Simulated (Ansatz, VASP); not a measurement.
AlN: VASP beside Ansatz

Contents of INCAR:

```
PREC     = Accurate       # precision mode
ENCUT    = 600            # plane-wave cutoff, eV
EDIFF    = 1E-6           # SCF threshold, eV
ISMEAR   = 0              # smearing method
SIGMA    = 0.02           # smearing width, eV
LREAL    = F              # projectors in reciprocal space
LASPH    = T              # aspherical terms in the spheres
NELM     = 120            # most SCF steps
ALGO     = Normal         # electronic algorithm
ISIF     = 2              # what is computed and relaxed
LWAVE    = F              # write WAVECAR
LCHARG   = F              # write CHGCAR
GGA      = CA             # functional
NBANDS   = 11             # bands
GGA_COMPAT= F
```

Contents of KPOINTS:

```
Automatic mesh
0
Gamma
  10 10 10
```

POSCAR

```
AlN
1.0
    0.0000000000      2.1710498760      2.1710498760
    2.1710498760      0.0000000000      2.1710498760
    2.1710498760      2.1710498760      0.0000000000
Al N
1 1
Direct
    0.0000000000      0.0000000000      0.0000000000
    0.2500000000      0.2500000000      0.2500000000
```

Input for Ansatz:

```yaml
crystal:
  lattice:
    - [0.0, 2.171049876, 2.171049876]
    - [2.171049876, 0.0, 2.171049876]
    - [2.171049876, 2.171049876, 0.0]
  atoms:
    - { symbol: Al, position: [0.0, 0.0, 0.0] }
    - { symbol: "N", position: [0.25, 0.25, 0.25] }
basis:
  ecutwfc: 420
kpoints:
  mp_grid: { grid: [10, 10, 10] }
  band_path:
    path:
      - [[0.0, 0.0, 0.0], [-0.5, -0.5, 0.0], [-0.375, -0.375, 0.25]]
      - [[-0.375, 0.0, 0.375], [0.0, 0.0, 0.0], [0.0, 0.0, 0.5], [-0.5, -0.25, 0.25], [-0.5, -0.5, 0.0]]
    npoints: 10
hamiltonian:
  xc: lda
  pseudopotentials: { kind: paw, azcp: { folder: soft_1 } }
scf:
  occupations: { method: gaussian, width: 0.02 }
  n_extra_bands: 7
output:
  forces: true
  stress: true
  eigenvalues: true
```

Alike in both runs: task single point; functional LDA; k mesh 10 × 10 × 10; occupations gaussian, width 0.02 eV; no spin polarisation.

|  | VASP | Ansatz |
| --- | --- | --- |
| version | VASP 6.6.1 | Ansatz 0.2.0 |
| potentials or method | VASP PAW LDA potentials, release 64 (Al, N), cutoff 600 eV | scalar-relativistic, plane waves, PAW |
| valence electrons in the cell | 8 | 8 |

Ansatz gave:

| Item | Value |
| --- | --- |
| gap on the k mesh at the Fermi level (eV) | 3.25 |
| least direct gap on the mesh (eV) | 4.39 |
| pressure (GPa) | 0.0 |

**Question.** What did VASP give for the same quantities?

**Answer.** gap on the k mesh at the Fermi level (eV): 3.23; least direct gap on the mesh (eV): 4.39; pressure (GPa): 0.6.

Ansatz warns that its potentials were made for another functional, while VASP's fit it. LDA's correlation is that of Perdew and Zunger in VASP and of Perdew and Wang (1992) in Ansatz.
